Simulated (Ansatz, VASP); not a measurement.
**SnO in VASP and in Ansatz**

```
Sn O
1.0
     3.87146    0.00000    0.00000
    -1.93573    3.35279    0.00000
     0.00000    0.00000    7.45796
Sn O
2 2
Direct
  0.33333 0.66667 0.75000
  0.66667 0.33333 0.25000
  0.00000 0.00000 0.25000
  0.00000 0.00000 0.75000
```

Alike in both runs: task relaxation of cell and atoms; functional PBE; k mesh 12 × 12 × 6; occupations gaussian, width 0.1 eV; no spin polarisation.

```csv
,VASP,Ansatz
version,VASP 6.6.1,Ansatz 0.2.0
potentials or method,"VASP PAW PBE potentials, release 64 (Sn_d, O), cutoff 600 eV","scalar-relativistic, plane waves, PAW"
valence electrons in the cell,40,40
```

Ansatz gave:

| Item | Value |
| --- | --- |
| relaxed volume (Å³/atom) | 28.22 |
| relaxed cell length with the largest relative difference (Å) | 8.579 |

Q: Which values does VASP return?

A: Relaxed volume (Å³/atom): 27.37; relaxed cell length with the largest relative difference (Å): 8.320.
